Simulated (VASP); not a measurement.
# TaN (WC type) (P-6m2) in VASP: a series of runs

The runs below take TaN (WC type) through relaxation of cell and atoms, with PBE.

Program: VASP 6.6.1. These are calculated values, not measurements. Logs are shortened: lines on timing, memory, paths and dates and some standing lists are left out, and cuts for length are marked.

### Step 1. The cell of the first run

Symmetry: P-6m2, No. 187, hexagonal system. The conventional cell has a = 2.795 Å, b = 2.795 Å, c = 2.739 Å, α = 90.00°, β = 90.00°, γ = 120.00°. Ta (site symmetry -6m2) has 6 N at 2.12 Å and 8 Ta at 2.74 to 2.80 Å within 2.8 Å. Within 2.8 Å of N (site symmetry -6m2) lie 6 Ta at 2.12 Å and 8 N at 2.74 to 2.80 Å.

### Step 2. Relaxation of cell and atoms, PBE, target pressure 69 GPa, at which the enthalpy is minimised

Contents of INCAR:

```
SYSTEM = TaN
PREC = Accurate
ENCUT = 600
EDIFF = 1E-7
ISMEAR = -1
SIGMA = 0.08
LREAL = .FALSE.
LASPH = .TRUE.
NELM = 120
ALGO = Normal
ISIF = 3
LWAVE = .FALSE.
LCHARG = .FALSE.
GGA = PE
IBRION = 2
NSW = 60
EDIFFG = -0.005
PSTRESS = 690.0
GGA_COMPAT = .FALSE.
NELMIN = 4
```

Contents of KPOINTS:

```
Automatic mesh
0
G
  16 16 14
  0 0 0
```

Contents of POSCAR:

```
TaN
1.0
    2.7951252178      0.0000000000      0.0000000000
   -1.3975626089      2.4206494454      0.0000000000
    0.0000000000      0.0000000000      2.7392227134
Ta N
1 1
Direct
    0.0000000000      0.0000000000      0.0000000000
    0.3333333333      0.6666666667      0.5000000000
```

Potentials or basis: VASP PAW PBE potentials, release 64 (Ta_pv, N).

The run is started by

```
> cat potpaw_PBE.64/Ta_pv/POTCAR potpaw_PBE.64/N/POTCAR > POTCAR
> mpirun -np 1 vasp_std > vasp.out
```

OUTCAR:

```text
SYSTEM = TaN
   PREC = Accurate
   ENCUT = 600
   EDIFF = 1E-7
   ISMEAR = -1
   LREAL = .FALSE.
   LASPH = .TRUE.
   NELM = 120
   ISIF = 3
   GGA = PE
   IBRION = 2
   NSW = 60
   EDIFFG = -0.005
   PSTRESS = 690.0
   NELMIN = 4

 ion  position               nearest neighbor table
   1  0.000  0.000  0.000-   2 2.12   2 2.12   2 2.12   2 2.12   2 2.12   2 2.12
   2  0.333  0.667  0.500-   1 2.12   1 2.12   1 2.12   1 2.12   1 2.12   1 2.12

  LATTYP: Found a hexagonal cell.
 ALAT       =     2.7951252178
 C/A-ratio  =     0.9800000000

  Lattice vectors:

 A1 = (   2.7951252178,   0.0000000000,   0.0000000000)
 A2 = (  -1.3975626089,   2.4206494454,   0.0000000000)
 A3 = (   0.0000000000,   0.0000000000,   2.7392227134)

Analysis of symmetry for initial positions (statically):
=====================================================================
 Subroutine PRICEL returns:
 Original cell was already a primitive cell.

 Routine SETGRP: Setting up the symmetry group for a
 hexagonal supercell.

 Subroutine GETGRP returns: Found 12 space group operations
 (whereof 12 operations were pure point group operations)
 out of a pool of 24 trial point group operations.

The static configuration has the point symmetry D_3h.

Analysis of symmetry for dynamics (positions and initial velocities):
=====================================================================
 Subroutine PRICEL returns:
 Original cell was already a primitive cell.

 Routine SETGRP: Setting up the symmetry group for a
 hexagonal supercell.

 Subroutine GETGRP returns: Found 12 space group operations
 (whereof 12 operations were pure point group operations)
 out of a pool of 24 trial point group operations.

The dynamic configuration has the point symmetry D_3h.

 Subroutine INISYM returns: Found 12 space group operations
 (whereof 12 operations are pure point group operations),
 and found     1 'primitive' translations

----------------------------------------------------------------------------------------

                                     Primitive cell

  volume of cell :      18.5336

  direct lattice vectors                    reciprocal lattice vectors
     2.795125218  0.000000000  0.000000000     0.357765725  0.206556138  0.000000000
    -1.397562609  2.420649445  0.000000000     0.000000000  0.413112275  0.000000000
     0.000000000  0.000000000  2.739222713     0.000000000  0.000000000  0.365067066

  length of vectors
     2.795125218  2.795125218  2.739222713     0.413112275  0.413112275  0.365067066

  position of ions in fractional coordinates (direct lattice)
     0.000000000  0.000000000  0.000000000
     0.333333333  0.666666667  0.500000000

  ion indices of the primitive-cell ions
   primitive index   ion index
                 1           1
                 2           2

----------------------------------------------------------------------------------------

 KPOINTS: Automatic mesh

Automatic generation of k-mesh.
 Grid dimensions read from file:
 generate k-points for:   16   16   14

 Generating k-lattice:

  Cartesian coordinates                     Fractional coordinates (reciprocal lattice)
     0.022360358  0.012909759  0.000000000     0.062500000  0.000000000  0.000000000
     0.000000000  0.025819517  0.000000000     0.000000000  0.062500000  0.000000000
     0.000000000  0.000000000  0.026076219     0.000000000  0.000000000  0.071428571

  Length of vectors
     0.025819517  0.025819517  0.026076219

  Shift w.r.t. Gamma in fractional coordinates (k-lattice)
     0.000000000  0.000000000  0.000000000

 Subroutine IBZKPT returns following result:
 ===========================================

 Found    240 irreducible k-points:

 Following reciprocal coordinates:
            Coordinates               Weight
  0.000000  0.000000  0.000000      1.000000
  0.062500 -0.000000  0.000000      6.000000
  0.125000 -0.000000  0.000000      6.000000
  0.187500 -0.000000  0.000000      6.000000
  0.250000 -0.000000  0.000000      6.000000
  0.312500  0.000000  0.000000      6.000000
[... 16 lines left out ...]
  0.187500  0.187500  0.000000      6.000000
  0.250000  0.187500  0.000000     12.000000
 [... further k-points ...]
   k-points           NKPTS =    240   k-points in BZ     NKDIM =    240   number of bands    NBANDS=     12
   number of dos      NEDOS =    301   number of ions     NIONS =      2
   total plane-waves  NPLWV =  13824
   dimension x,y,z NGX =    24 NGY =   24 NGZ =   24
   dimension x,y,z NGXF=    48 NGYF=   48 NGZF=   48
   ions per type =               1   1
   NGX,Y,Z   is equivalent  to a cutoff of  14.27, 14.27, 14.57 a.u.
   NGXF,Y,Z  is equivalent  to a cutoff of  28.55, 28.55, 29.13 a.u.
 SYSTEM =  TaN
   PREC   = accura    normal or accurate (medium, high low for compatibility)
   ISTART =      0    job   : 0-new  1-cont  2-samecut
   ICHARG =      2    charge: 1-file 2-atom 10-const
   ISPIN  =      1    spin polarized calculation?
   LNONCOLLINEAR =      F non collinear calculations
   LSORBIT =      F    spin-orbit coupling
   LASPH  =      T    aspherical Exc in radial PAW
   ENCUT  =  600.0 eV  44.10 Ry    6.64 a.u.   5.58  5.58  5.47*2*pi/ulx,y,z
   NELM   =    120;   NELMIN=  4; NELMDL= -5     # of ELM steps
   EDIFF  = 0.1E-06   stopping-criterion for ELM
   LREAL  =      F    real-space projection
   EDIFFG = -.5E-02   stopping-criterion for IOM
   NSW    =     60    number of steps for IOM
   IBRION =      2    ionic relax: 0-MD 1-quasi-New 2-CG
   NFREE  =      1    steps in history (QN), initial steepest desc. (CG)
   ISIF   =      3    stress and relaxation
   ISYM   =      2    0-nonsym 1-usesym 2-fastsym
   POTIM  = 0.5000    time-step for ionic-motion
   TEBEG  =    0.0;   TEEND  =   0.0 temperature during run
   PSTRESS=  690.0 pullay stress
   NELECT =      16.0000    total number of electrons
   NUPDOWN=      -1.0000    fix difference up-down
   EMIN   =  10.00;   EMAX   =-10.00  energy-range for DOS
   EFERMI =   0.00;   METHOD = LEGACY
   ISMEAR =    -1;   SIGMA  =   0.08  broadening in eV -4-tet -1-fermi 0-gaus
   EFERMI_NEDOS =   21; number of points for ismear=-14 and -15
   IALGO  =     38    algorithm
   IMIX   =      4    mixing-type and parameters
     AMIX     =   0.40;   BMIX     =  1.00
     AMIX_MAG =   1.60;   BMIX_MAG =  1.00
  volume/ion in A,a.u.               =       9.27        62.54
  Fermi-wavevector in a.u.,A,eV,Ry     =   1.558815  2.945734 33.060866  2.429905
  Thomas-Fermi vector in A             =   2.662265
   LORBIT       =      0    0 simple, 1 ext, 2 COOP (PROOUT), +10 PAW based schemes
   GGA     = PE    functional components
   LHFCALC =     F    Hartree Fock is set to
   AEXX    =    0.0000 exact exchange contribution
   IVDW    =     0    specifies the selected vdW correction
   LEPSILON=     F    determine dielectric tensor
   LRPA    =     F    only Hartree local field effects (RPA)
 conjugate gradient relaxation of ions
 non-spin polarized calculation
  energy-cutoff  :      600.00
  volume of cell :       18.53
 maximum number of plane-waves:       635
 NGX is ok and might be reduce to    24
   NGX = 11   NGY = 11   NGZ = 11

--------------------------------------- Ionic step        1  -------------------------------------------

 number of electron      16.0000002 magnetization

 Free energy of the ion-electron system (eV)
  ---------------------------------------------------
  ext. energy  EPLUGINS =         0.00000000
  ---------------------------------------------------
  free energy    TOTEN  =       -21.71515217 eV

  energy without entropy =      -21.71275716  energy(sigma->0) =      -21.71395466

------------------------ aborting loop because EDIFF is reached ----------------------------------------

  FORCE on cell =-STRESS in cart. coord.  units (eV):
  Direction    XX          YY          ZZ          XY          YZ          ZX
  --------------------------------------------------------------------------------------
  -------------------------------------------------------------------------------------
  Total        8.9075235      8.9075235     10.1993580     -0.0000000      0.0000000     -0.0000000
  in kB      770.0289412    770.0289412    881.7041925     -0.0000000      0.0000000     -0.0000000
  external PRESSURE =     117.2540250 kB  Pullay stress =     690.0000000 kB
[... 175 lines left out ...]
  enthalpy is  TOTEN    =       -13.7490118438 eV   P V=        8.1067997354

--------------------------------------- Ionic step        6  -------------------------------------------

 number of electron      16.0000003 magnetization

 Free energy of the ion-electron system (eV)
  ---------------------------------------------------
  ext. energy  EPLUGINS =         0.00000000
  ---------------------------------------------------
  free energy    TOTEN  =       -21.87453689 eV

  energy without entropy =      -21.87255609  energy(sigma->0) =      -21.87354649

 E-fermi :   9.7151     XC(G=0): -14.0948

 val. band max:        9.6961256413   @ k =   0.3125   0.3125   0.0000
 cond. band min:       9.7248570216   @ k =   0.0625  -0.0000   0.5000
 fundamental gap:      0.0287313803
 Fermi energy:         9.7151450136

 k-point     1 :       0.0000    0.0000    0.0000
  band No.  band energies     occupation
      1     -24.7953      2.00000
      2     -24.3910      2.00000
      3     -24.3910      2.00000
      4      -9.0972      2.00000
      5       4.6133      2.00000
      6       4.6133      2.00000
      7       4.8067      2.00000
      8       6.5825      2.00000
      9      13.0441      0.00000
     10      13.8790      0.00000
     11      13.8790      0.00000
     12      14.5039      0.00000
[... 331 lines left out ...]
 k-point    24 :       0.2500    0.1875    0.0000
  band No.  band energies     occupation
      1     -25.7073      2.00000
      2     -24.9347      2.00000
      3     -24.5760      2.00000
      4      -6.5321      2.00000
      5       1.3474      2.00000
      6       4.0949      2.00000
      7       4.9044      2.00000
      8       7.6383      2.00000
      9      11.2705      0.00000
     10      12.0657      0.00000
     11      15.6576      0.00000
     12      17.3440      0.00000

 [... further k-points ...]

------------------------ aborting loop because EDIFF is reached ----------------------------------------

  FORCE on cell =-STRESS in cart. coord.  units (eV):
  Direction    XX          YY          ZZ          XY          YZ          ZX
  --------------------------------------------------------------------------------------
  -------------------------------------------------------------------------------------
  Total        8.1254931      8.1254931      8.1249741      0.0000000      0.0000000      0.0000000
  in kB      690.1107152    690.1107152    690.0666379      0.0000000      0.0000000      0.0000000
  external PRESSURE =       0.0960228 kB  Pullay stress =     690.0000000 kB
[... 17 lines left out ...]
  FREE ENERGIE OF THE ION-ELECTRON SYSTEM (eV)
  ---------------------------------------------------
  free  energy   TOTEN  =       -21.8745368929 eV

  energy  without entropy=      -21.8725560891  energy(sigma->0) =      -21.87354649

  enthalpy is  TOTEN    =       -13.7503473711 eV   P V=        8.1241895219

 reached required accuracy - stopping structural energy minimisation
```

Run time: 87 s. Hardware: 1 thread of Intel Xeon Platinum 8559C (Emerald Rapids), shared host; peak memory 0.21 GiB.

Results:

```yaml
Free_energy: -21.8745 eV
Relaxed_volume: 9.43 Å³/atom
Relaxed_cell: a = 2.801 Å, b = 2.801 Å, c = 2.777 Å, α = 90.00°, β = 90.00°, γ = 120.00°
Space_group_after_relaxing_to_0.05_Å: P-6m2 (No. 187)
Energy_change_on_relaxing_the_enthalpy_is_what_falls: -79.7 meV/atom
Ionic_steps: 6
Pressure_after_relaxing: 69.0 GPa
Band_gap_on_the_k_mesh: zero (band 8 reaches 9.86 eV, above the bottom of band 9 at 9.56 eV)
```

Step by step:
| step | energy change (eV) | largest force (eV/Å) | pressure (GPa) | volume (Å³) |
| --- | --- | --- | --- | --- |
| 1 | 0.0000 | 0.0000 | 80.73 | 18.53 |
| 2 | -0.5944 | 0.0000 | 26.85 | 20.41 |
| 3 | -0.1809 | 0.0000 | 67.50 | 18.92 |
| 4 | -0.1741 | 0.0000 | 68.03 | 18.90 |
| 5 | -0.1407 | 0.0000 | 70.11 | 18.82 |
| 6 | -0.1594 | 0.0000 | 69.01 | 18.86 |

Final structure:
```
CELL_PARAMETERS angstrom
2.80053 0.00000 0.00000
-1.40027 2.42533 0.00000
0.00000 0.00000 2.77734
ATOMIC_POSITIONS crystal
Ta 0.00000 0.00000 0.00000
N 0.33333 0.66667 0.50000
```

Caveat: the cell is relaxed towards a set pressure, so the enthalpy falls and the energy may rise; spin-orbit coupling is left out, which moves the levels of the heavy elements.

### Step 3. Relaxation of cell and atoms, PBE, target pressure 69 GPa, at which the enthalpy is minimised

This run uses another cell than the first one, of 9.41 Å³/atom, 1.015 times its volume.

Contents of INCAR:

```
ALGO = Normal
EDIFF = 1E-7
EDIFFG = -0.005
ENCUT = 600
GGA = PE
GGA_COMPAT = False
IBRION = 2
ISIF = 3
ISMEAR = -1
LASPH = True
LCHARG = False
LREAL = False
LWAVE = False
NELM = 120
NELMIN = 4
NSW = 32
PREC = Accurate
PSTRESS = 690.0
SIGMA = 0.08
```

Contents of KPOINTS:

```
k-points
0
Gamma
  16 16 14
```

Contents of POSCAR:

```
TaN
1.0
    2.7985617170      0.0000000000      0.0000000000
   -1.3992808585      2.4236255410      0.0000000000
    0.0000000000      0.0000000000      2.7747028207
Ta N
1 1
Direct
    0.0000000000      0.0000000000      0.0000000000
    0.3333333333      0.6666666667      0.5000000000
```

Potentials or basis: VASP PAW PBE potentials, release 64 (Ta_pv, N).

The run is started by

```
> cat potpaw_PBE.64/Ta_pv/POTCAR potpaw_PBE.64/N/POTCAR > POTCAR
> mpirun -np 1 vasp_std > vasp.out
```

Wall time 46 s (1 thread of Intel Xeon Platinum 8559C (Emerald Rapids), shared host); peak memory 0.2 GiB.

It converged, with:

| Property | Result |
| --- | --- |
| Free energy | -21.8750 eV |
| Relaxed volume | 9.43 Å³/atom |
| Relaxed cell | a = 2.801 Å, b = 2.801 Å, c = 2.777 Å, α = 90.00°, β = 90.00°, γ = 120.00° |
| Space group after relaxing (to 0.05 Å) | P-6m2 (No. 187) |
| Energy change on relaxing (the enthalpy is what falls) | -9.7 meV/atom |
| Ionic steps | 3 |
| Pressure after relaxing | 69.0 GPa |
| Band gap on the k mesh | zero (band 8 reaches 9.86 eV, above the bottom of band 9 at 9.56 eV) |

Step by step:
```
step  energy change (eV)  largest force (eV/Å)  pressure (GPa)  volume (Å³)
   1              0.0000                0.0000           70.46        18.82
   2             -0.0977                0.0000           62.91        19.05
   3             -0.0193                0.0000           69.01        18.86
```

Final structure:
```
CELL_PARAMETERS angstrom
2.80060 0.00000 0.00000
-1.40030 2.42539 0.00000
0.00000 0.00000 2.77721
ATOMIC_POSITIONS crystal
Ta 0.00000 0.00000 0.00000
N 0.33333 0.66667 0.50000
```

Levels at points of the mesh, in eV from the Fermi level:
```csv
k point,band 4,band 5,band 6,band 7,band 8,band 9,band 10,band 11,band 12
"(0.00, 0.00, 0.00)",-18.81,-5.10,-5.10,-4.91,-3.13,3.33,4.16,4.16,4.79
"(0.50, 0.00, 0.00)",-15.96,-9.03,-6.00,-4.09,-3.36,3.52,4.96,5.94,6.43
"(0.00, 0.00, 0.50)",-15.35,-10.19,-4.16,-4.16,-0.16,-0.16,2.64,3.81,3.81
"(0.50, 0.00, 0.50)",-16.68,-8.12,-6.71,-6.42,-0.06,5.16,6.53,7.22,8.44
```

Caveat: the cell is relaxed towards a set pressure, so the enthalpy falls and the energy may rise; spin-orbit coupling is left out, which moves the levels of the heavy elements.
